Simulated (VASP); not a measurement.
# BaZrO3 (Pm-3m) in VASP: a series of runs

The runs below take BaZrO3 through single point, relaxation of cell and atoms, with PBE.

Everything below comes from runs of VASP 6.6.1. Logs are shortened: lines on timing, memory, paths and dates and some standing lists are left out, and cuts for length are marked.

## Step 1: The cell of the first run

It takes space group Pm-3m (No. 221, cubic). The conventional cell has a = 4.227 Å, b = 4.227 Å, c = 4.227 Å, α = 90.00°, β = 90.00°, γ = 90.00°. Within 3.9 Å of Ba (site symmetry m-3m) lie 12 O at 2.99 Å and 8 Zr at 3.66 Å. Within 2.8 Å of Zr (site symmetry m-3m) lie 6 O at 2.11 Å. Within 2.8 Å of O (site symmetry 4/mmm) lie 2 Zr at 2.11 Å.

## Step 2: Single point, PBE

Input file INCAR:

```
SYSTEM = BaZrO3
  ALGO = Normal
  EDIFF = 1E-7
  ENCUT = 520
  GGA = PE
  ISIF = 2
  ISMEAR = 0
  LASPH = .True.
  LCHARG = .False.
  LREAL = .False.
  LWAVE = .False.
  NBANDS = 28
  NELM = 100
  PREC = Accurate
  SIGMA = 0.02
```

Input file KPOINTS:

```
k-points
0
Gamma
  6 6 6
  0 0 0
```

Input file POSCAR:

```
BaZrO3
1.0
    4.2266940005      0.0000000000      0.0000000000
    0.0000000000      4.2266940005      0.0000000000
    0.0000000000      0.0000000000      4.2266940005
Ba Zr O
1 1 3
Direct
    0.0000000000      0.0000000000      0.0000000000
    0.5000000000      0.5000000000      0.5000000000
    0.0000000000      0.5000000000      0.5000000000
    0.5000000000      0.0000000000      0.5000000000
    0.5000000000      0.5000000000      0.0000000000
```

Potentials or basis: VASP PAW PBE potentials, release 64 (Ba_sv, Zr_sv, O).

Started as:

```
$ cat potpaw_PBE.64/Ba_sv/POTCAR potpaw_PBE.64/Zr_sv/POTCAR potpaw_PBE.64/O/POTCAR > POTCAR
$ mpirun -np 1 vasp_std > vasp.out
```

OUTCAR:

```text
SYSTEM = BaZrO3
   EDIFF = 1E-7
   ENCUT = 520
   GGA = PE
   ISIF = 2
   ISMEAR = 0
   LASPH = .True.
   LREAL = .False.
   NELM = 100
   PREC = Accurate

 ion  position               nearest neighbor table
   1  0.000  0.000  0.000-   3 2.99   4 2.99   5 2.99   3 2.99   4 2.99   3 2.99   5 2.99   3 2.99
                             4 2.99   5 2.99   4 2.99   5 2.99   2 3.66   2 3.66   2 3.66   2 3.66
   2  0.500  0.500  0.500-   3 2.11   4 2.11   5 2.11   5 2.11   4 2.11   3 2.11   1 3.66   1 3.66
                             1 3.66   1 3.66   1 3.66   1 3.66   1 3.66   1 3.66
   3  0.000  0.500  0.500-   2 2.11   2 2.11   1 2.99   1 2.99   1 2.99   1 2.99
   4  0.500  0.000  0.500-   2 2.11   2 2.11   1 2.99   1 2.99   1 2.99   1 2.99
   5  0.500  0.500  0.000-   2 2.11   2 2.11   1 2.99   1 2.99   1 2.99   1 2.99

  LATTYP: Found a simple cubic cell.
 ALAT       =     4.2266940005

  Lattice vectors:

 A1 = (   4.2266940005,   0.0000000000,   0.0000000000)
 A2 = (   0.0000000000,   4.2266940005,   0.0000000000)
 A3 = (   0.0000000000,   0.0000000000,   4.2266940005)

Analysis of symmetry for initial positions (statically):
=====================================================================
 Subroutine PRICEL returns:
 Original cell was already a primitive cell.

 Routine SETGRP: Setting up the symmetry group for a
 simple cubic supercell.

 Subroutine GETGRP returns: Found 48 space group operations
 (whereof 48 operations were pure point group operations)
 out of a pool of 48 trial point group operations.

The static configuration has the point symmetry O_h .

Analysis of symmetry for dynamics (positions and initial velocities):
=====================================================================
 Subroutine PRICEL returns:
 Original cell was already a primitive cell.

 Routine SETGRP: Setting up the symmetry group for a
 simple cubic supercell.

 Subroutine GETGRP returns: Found 48 space group operations
 (whereof 48 operations were pure point group operations)
 out of a pool of 48 trial point group operations.

The dynamic configuration has the point symmetry O_h .

 Subroutine INISYM returns: Found 48 space group operations
 (whereof 48 operations are pure point group operations),
 and found     1 'primitive' translations

----------------------------------------------------------------------------------------

                                     Primitive cell

  volume of cell :      75.5096

  direct lattice vectors                    reciprocal lattice vectors
     4.226694001  0.000000000  0.000000000     0.236591530  0.000000000  0.000000000
     0.000000000  4.226694001  0.000000000     0.000000000  0.236591530  0.000000000
     0.000000000  0.000000000  4.226694001     0.000000000  0.000000000  0.236591530

  length of vectors
     4.226694001  4.226694001  4.226694001     0.236591530  0.236591530  0.236591530

  position of ions in fractional coordinates (direct lattice)
     0.000000000  0.000000000  0.000000000
     0.500000000  0.500000000  0.500000000
     0.000000000  0.500000000  0.500000000
     0.500000000  0.000000000  0.500000000
     0.500000000  0.500000000  0.000000000

  ion indices of the primitive-cell ions
   primitive index   ion index
                 1           1
                 2           2
                 3           3
                 4           4
                 5           5

----------------------------------------------------------------------------------------

 KPOINTS: k-points

Automatic generation of k-mesh.
 Grid dimensions read from file:
 generate k-points for:    6    6    6

 Generating k-lattice:

  Cartesian coordinates                     Fractional coordinates (reciprocal lattice)
     0.039431922  0.000000000  0.000000000     0.166666667  0.000000000  0.000000000
     0.000000000  0.039431922  0.000000000     0.000000000  0.166666667  0.000000000
     0.000000000  0.000000000  0.039431922     0.000000000  0.000000000  0.166666667

  Length of vectors
     0.039431922  0.039431922  0.039431922

  Shift w.r.t. Gamma in fractional coordinates (k-lattice)
     0.000000000  0.000000000  0.000000000

 Subroutine IBZKPT returns following result:
 ===========================================

 Found     20 irreducible k-points:

 Following reciprocal coordinates:
            Coordinates               Weight
  0.000000  0.000000  0.000000      1.000000
  0.166667  0.000000  0.000000      6.000000
  0.333333  0.000000  0.000000      6.000000
  0.500000  0.000000  0.000000      3.000000
  0.166667  0.166667  0.000000     12.000000
  0.333333  0.166667  0.000000     24.000000
[... 12 lines left out ...]
  0.500000  0.500000  0.333333      6.000000
  0.500000  0.500000  0.500000      1.000000
   k-points           NKPTS =     20   k-points in BZ     NKDIM =     20   number of bands    NBANDS=     28
   number of dos      NEDOS =    301   number of ions     NIONS =      5
   total plane-waves  NPLWV =  32768
   dimension x,y,z NGX =    32 NGY =   32 NGZ =   32
   dimension x,y,z NGXF=    64 NGYF=   64 NGZF=   64
   ions per type =               1   1   3
   NGX,Y,Z   is equivalent  to a cutoff of  12.59, 12.59, 12.59 a.u.
   NGXF,Y,Z  is equivalent  to a cutoff of  25.17, 25.17, 25.17 a.u.
 SYSTEM =  BaZrO3
   PREC   = accura    normal or accurate (medium, high low for compatibility)
   ISTART =      0    job   : 0-new  1-cont  2-samecut
   ICHARG =      2    charge: 1-file 2-atom 10-const
   ISPIN  =      1    spin polarized calculation?
   LNONCOLLINEAR =      F non collinear calculations
   LSORBIT =      F    spin-orbit coupling
   LASPH  =      T    aspherical Exc in radial PAW
   ENCUT  =  520.0 eV  38.22 Ry    6.18 a.u.   7.86  7.86  7.86*2*pi/ulx,y,z
   NELM   =    100;   NELMIN=  2; NELMDL= -5     # of ELM steps
   EDIFF  = 0.1E-06   stopping-criterion for ELM
   LREAL  =      F    real-space projection
   EDIFFG = 0.1E-05   stopping-criterion for IOM
   NSW    =      0    number of steps for IOM
   IBRION =     -1    ionic relax: 0-MD 1-quasi-New 2-CG
   NFREE  =      0    steps in history (QN), initial steepest desc. (CG)
   ISIF   =      2    stress and relaxation
   ISYM   =      2    0-nonsym 1-usesym 2-fastsym
   POTIM  = 0.5000    time-step for ionic-motion
   TEBEG  =    0.0;   TEEND  =   0.0 temperature during run
   PSTRESS=    0.0 pullay stress
   NELECT =      40.0000    total number of electrons
   NUPDOWN=      -1.0000    fix difference up-down
   EMIN   =  10.00;   EMAX   =-10.00  energy-range for DOS
   EFERMI =   0.00;   METHOD = LEGACY
   ISMEAR =     0;   SIGMA  =   0.02  broadening in eV -4-tet -1-fermi 0-gaus
   EFERMI_NEDOS =   21; number of points for ismear=-14 and -15
   IALGO  =     38    algorithm
   IMIX   =      4    mixing-type and parameters
     AMIX     =   0.40;   BMIX     =  1.00
     AMIX_MAG =   1.60;   BMIX_MAG =  1.00
  volume/ion in A,a.u.               =      15.10       101.91
  Fermi-wavevector in a.u.,A,eV,Ry     =   1.324628  2.503184 23.873327  1.754640
  Thomas-Fermi vector in A             =   2.454149
   LORBIT       =      0    0 simple, 1 ext, 2 COOP (PROOUT), +10 PAW based schemes
   GGA     = PE    functional components
   LHFCALC =     F    Hartree Fock is set to
   AEXX    =    0.0000 exact exchange contribution
   IVDW    =     0    specifies the selected vdW correction
   LEPSILON=     F    determine dielectric tensor
   LRPA    =     F    only Hartree local field effects (RPA)
 non-spin polarized calculation
 Gauss-broadening in eV      SIGMA  =   0.02
  energy-cutoff  :      520.00
  volume of cell :       75.51
 maximum number of plane-waves:      2054
 NGX is ok and might be reduce to    32
   NGX = 15   NGY = 15   NGZ = 15

 number of electron      39.9999986 magnetization

 Free energy of the ion-electron system (eV)
  ---------------------------------------------------
  ext. energy  EPLUGINS =         0.00000000
  ---------------------------------------------------
  free energy    TOTEN  =       -41.72329434 eV

  energy without entropy =      -41.72329434  energy(sigma->0) =      -41.72329434

 E-fermi :   3.8069     XC(G=0): -10.6444

 val. band max:        3.6110480291   @ k =   0.5000   0.5000   0.5000
 cond. band min:       6.7444776091   @ k =   0.0000   0.0000   0.0000
 fundamental gap:      3.1334295801
 Fermi energy:         3.8069320473

 k-point     1 :       0.0000    0.0000    0.0000
  band No.  band energies     occupation
      1     -43.5654      2.00000
      2     -21.7828      2.00000
      3     -21.6930      2.00000
      4     -21.6930      2.00000
      5     -21.6930      2.00000
      6     -12.7165      2.00000
[... 20 lines left out ...]
     27      10.7943      0.00000
     28      10.7943      0.00000

 k-point     2 :       0.1667    0.0000    0.0000
  band No.  band energies     occupation
      1     -43.5647      2.00000
      2     -21.8656      2.00000
      3     -21.6915      2.00000
      4     -21.6915      2.00000
      5     -21.6532      2.00000
      6     -12.7163      2.00000
[... 20 lines left out ...]
     27      10.7948      0.00000
     28      11.6441      0.00000

 k-point     3 :       0.3333    0.0000    0.0000
  band No.  band energies     occupation
      1     -43.5632      2.00000
      2     -21.9888      2.00000
      3     -21.6885      2.00000
      4     -21.6885      2.00000
      5     -21.6120      2.00000
      6     -12.8050      2.00000
[... 20 lines left out ...]
     27      11.0987      0.00000
     28      11.1960      0.00000

 k-point     4 :       0.5000    0.0000    0.0000
  band No.  band energies     occupation
      1     -43.5625      2.00000
      2     -22.0442      2.00000
      3     -21.6870      2.00000
      4     -21.6870      2.00000
      5     -21.5957      2.00000
      6     -12.8577      2.00000
[... 454 lines left out ...]
     27      11.7202      0.00000
     28      12.3907      0.00000

 k-point    19 :       0.5000    0.5000    0.3333
  band No.  band energies     occupation
      1     -43.5575      2.00000
      2     -21.9016      2.00000
      3     -21.9016      2.00000
      4     -21.8470      2.00000
      5     -21.6766      2.00000
      6     -11.8329      2.00000
[... 20 lines left out ...]
     27      11.9748      0.00000
     28      12.7062      0.00000

 k-point    20 :       0.5000    0.5000    0.5000
  band No.  band energies     occupation
      1     -43.5568      2.00000
      2     -21.8995      2.00000
      3     -21.8995      2.00000
      4     -21.8995      2.00000
      5     -21.6686      2.00000
      6     -11.5739      2.00000
[... 20 lines left out ...]
     27      12.5901      0.00000
     28      12.5901      0.00000

------------------------ aborting loop because EDIFF is reached ----------------------------------------

  FORCE on cell =-STRESS in cart. coord.  units (eV):
  Direction    XX          YY          ZZ          XY          YZ          ZX
  --------------------------------------------------------------------------------------
  -------------------------------------------------------------------------------------
  Total        0.4704464      0.4704464      0.4704464      0.0000000      0.0000000      0.0000000
  in kB        9.9820173      9.9820173      9.9820173      0.0000000      0.0000000      0.0000000
  external PRESSURE =       9.9820173 kB  Pullay stress =       0.0000000 kB

 VOLUME and BASIS-vectors are now :
 -----------------------------------------------------------------------------
  energy-cutoff  :      520.00
  volume of cell :       75.51
      direct lattice vectors                 reciprocal lattice vectors
     4.226694001  0.000000000  0.000000000     0.236591530  0.000000000  0.000000000
     0.000000000  4.226694001  0.000000000     0.000000000  0.236591530  0.000000000
     0.000000000  0.000000000  4.226694001     0.000000000  0.000000000  0.236591530

 POSITION                                       TOTAL-FORCE (eV/Angst)
 -----------------------------------------------------------------------------------
      0.00000      0.00000      0.00000         0.000000      0.000000      0.000000
      2.11335      2.11335      2.11335         0.000000      0.000000      0.000000
      0.00000      2.11335      2.11335         0.000000      0.000000      0.000000
      2.11335      0.00000      2.11335         0.000000      0.000000      0.000000
      2.11335      2.11335      0.00000         0.000000      0.000000      0.000000
 -----------------------------------------------------------------------------------
    total drift:                                0.000000     -0.000000     -0.000000

  FREE ENERGIE OF THE ION-ELECTRON SYSTEM (eV)
  ---------------------------------------------------
  free  energy   TOTEN  =       -41.7232943440 eV

  energy  without entropy=      -41.7232943440  energy(sigma->0) =      -41.72329434
```

It took 18 s on 1 thread of AMD EPYC 9R45 (Zen 5), shared host; peak memory 0.17 GiB.

Results:

* Free energy: -41.7233 eV
* Pressure: 1.0 GPa
* Band gap on the k mesh: 3.13 eV, indirect (least direct gap 3.38 eV)

Levels at points of the mesh, in eV from the valence-band top:
```tsv
k point	band 17	band 18	band 19	band 20	band 21	band 22	band 23	band 24
(0.00, 0.00, 0.00)	-0.95	-0.25	-0.25	-0.25	3.13	3.13	3.13	4.62
(0.50, 0.00, 0.00)	-1.70	-1.62	-0.49	-0.49	3.56	5.55	5.55	6.34
(0.50, 0.50, 0.00)	-0.93	-0.93	-0.85	-0.07	5.52	5.52	6.31	6.34
(0.50, 0.50, 0.50)	-2.52	0.00	0.00	0.00	5.88	5.88	5.88	6.78
```

Caveat: spin-orbit coupling is left out, which moves the levels of the heavy elements. A k mesh can miss the band edges.

## Step 3: Relaxation of cell and atoms, PBE

Input file INCAR:

```
PREC     = Accurate       # precision mode
ENCUT    = 600            # plane-wave cutoff, eV
EDIFF    = 1E-7           # SCF threshold, eV
ISMEAR   = 0              # smearing method
SIGMA    = 0.02           # smearing width, eV
LREAL    = False          # projectors in reciprocal space
LASPH    = True           # aspherical terms in the spheres
NELM     = 60             # most SCF steps
ALGO     = Normal         # electronic algorithm
ISIF     = 3              # what is computed and relaxed
LWAVE    = False          # write WAVECAR
LCHARG   = False          # write CHGCAR
GGA      = PE             # functional
IBRION   = 2              # ionic algorithm
NSW      = 70             # ionic steps
EDIFFG   = -0.02          # ionic threshold
```

Input file KPOINTS:

```
Automatic mesh
0
Gamma
  6 6 6
```

POSCAR is that of step 2.

Potentials or basis: VASP PAW PBE potentials, release 64 (Ba_sv, Zr_sv, O).

Started as:

```
$ cat potpaw_PBE.64/Ba_sv/POTCAR potpaw_PBE.64/Zr_sv/POTCAR potpaw_PBE.64/O/POTCAR > POTCAR
$ mpirun -np 1 vasp_std > vasp.out
```

Wall time 69 s (1 thread of AMD EPYC 9R45 (Zen 5), shared host); peak memory 0.21 GiB.

It converged, with:

* Free energy: -41.7319 eV
* Relaxed volume: 15.19 Å³/atom
* Relaxed cell: a = 4.235 Å, b = 4.235 Å, c = 4.235 Å, α = 90.00°, β = 90.00°, γ = 90.00°
* Space group after relaxing (to 0.05 Å): Pm-3m (No. 221)
* Energy gained by relaxing: 0.2 meV/atom
* Ionic steps: 3
* Pressure after relaxing: 0.0 GPa
* Band gap on the k mesh: 3.12 eV, indirect (least direct gap 3.38 eV)

Step by step:
| step | energy change (eV) | largest force (eV/Å) | pressure (GPa) | volume (Å³) |
| --- | --- | --- | --- | --- |
| 1 | 0.0000 | 0.0000 | 0.85 | 75.51 |
| 2 | 0.0001 | 0.0000 | -0.88 | 76.39 |
| 3 | -0.0011 | 0.0000 | 0.01 | 75.93 |

Final structure:
```cif
data_structure
_symmetry_space_group_name_H-M 'P 1'
_symmetry_Int_Tables_number 1
_cell_length_a 4.2346
_cell_length_b 4.2346
_cell_length_c 4.2346
_cell_angle_alpha 90.000
_cell_angle_beta 90.000
_cell_angle_gamma 90.000
_cell_volume 75.93
loop_
_atom_site_label
_atom_site_type_symbol
_atom_site_fract_x
_atom_site_fract_y
_atom_site_fract_z
_atom_site_occupancy
Ba1 Ba 0.00000 0.00000 0.00000 1
Zr1 Zr 0.50000 0.50000 0.50000 1
O1 O 0.00000 0.50000 0.50000 1
O2 O 0.50000 0.00000 0.50000 1
O3 O 0.50000 0.50000 0.00000 1
```

Levels at points of the mesh, in eV from the valence-band top:
| k point | band 17 | band 18 | band 19 | band 20 | band 21 | band 22 | band 23 | band 24 |
| --- | --- | --- | --- | --- | --- | --- | --- | --- |
| (0.00, 0.00, 0.00) | -0.94 | -0.26 | -0.26 | -0.26 | 3.12 | 3.12 | 3.12 | 4.62 |
| (0.50, 0.00, 0.00) | -1.69 | -1.60 | -0.49 | -0.49 | 3.54 | 5.51 | 5.51 | 6.32 |
| (0.50, 0.50, 0.00) | -0.93 | -0.93 | -0.86 | -0.07 | 5.48 | 5.48 | 6.28 | 6.31 |
| (0.50, 0.50, 0.50) | -2.52 | 0.00 | 0.00 | 0.00 | 5.86 | 5.86 | 5.86 | 6.74 |

Caveat: spin-orbit coupling is left out, which moves the levels of the heavy elements. Zero-point motion and thermal expansion aren't in these numbers.

## Step 4: Single point, PBE

Input file INCAR:

```
SYSTEM = BaZrO3
  ALGO = Normal
  EDIFF = 1E-6
  ENCUT = 910
  GGA = PE
  GGA_COMPAT = .False.
  ISIF = 2
  ISMEAR = 0
  LASPH = .True.
  LCHARG = .False.
  LREAL = .False.
  LWAVE = .False.
  NBANDS = 28
  NELM = 120
  PREC = Accurate
  SIGMA = 0.02
```

Input file KPOINTS:

```
k-points
0
Gamma
  6 6 6
  0 0 0
```

POSCAR is that of step 3.

Potentials or basis: VASP PAW PBE potentials, release 64 (Ba_sv, Zr_sv, O_h).

Started as:

```
$ cat potpaw_PBE.64/Ba_sv/POTCAR potpaw_PBE.64/Zr_sv/POTCAR potpaw_PBE.64/O_h/POTCAR > POTCAR
$ mpirun -np 1 vasp_std > vasp.out
```

Run time: 64 s. Hardware: 1 thread of Intel Xeon 6975P-C (Granite Rapids), shared host; peak memory 0.31 GiB.

It converged, with:

| Item | Value |
| --- | --- |
| Free energy | -41.7451 eV |
| Pressure | 0.8 GPa |
| Band gap on the k mesh | 3.14 eV, indirect (least direct gap 3.39 eV) |

Levels at points of the mesh, in eV from the valence-band top:
```csv
k point,band 16,band 17,band 18,band 19,band 20,band 21,band 22,band 23,band 24,band 25
"(0.00, 0.00, 0.00)",-0.95,-0.95,-0.25,-0.25,-0.25,3.14,3.14,3.14,4.63,4.63
"(0.50, 0.00, 0.00)",-1.69,-1.69,-1.61,-0.48,-0.48,3.56,5.55,5.55,6.34,6.56
"(0.50, 0.50, 0.00)",-2.32,-0.93,-0.93,-0.84,-0.07,5.52,5.52,6.31,6.35,7.52
"(0.50, 0.50, 0.50)",-2.52,-2.52,0.00,0.00,0.00,5.89,5.89,5.89,6.79,6.79
```

Caveat: the cutoff is under 1.25 times the usual one of these potentials, so pressure, stress and relaxed cells hold a basis-set (Pulay) error; spin-orbit coupling is left out, which moves the levels of the heavy elements. As with any semilocal functional, this PBE gap is likely too small.

## Step 5: Overview

```csv
task,potentials or basis,cell,cutoff (eV),second run,gap on the mesh (eV),pressure (GPa)
single point,"VASP PAW PBE potentials, release 64 (Ba_sv, Zr_sv, O)",as given,520,-,3.13,1.0
relaxation of cell and atoms,"VASP PAW PBE potentials, release 64 (Ba_sv, Zr_sv, O)",relaxed,600,-,3.12,0.0
single point,"VASP PAW PBE potentials, release 64 (Ba_sv, Zr_sv, O_h)",as given,910,hard_potentials,3.14,0.8
```

Alike in all rows: level PBE; no spin polarisation; k mesh 6 × 6 × 6; smearing gaussian 0.02 eV.

Caveats: spin-orbit coupling is left out, which moves the levels of the heavy elements; the cutoff is under 1.25 times the usual one of these potentials, so pressure, stress and relaxed cells hold a basis-set (Pulay) error (some runs).

Total energies depend on the potentials used, so only differences within one code and one set of settings carry meaning.
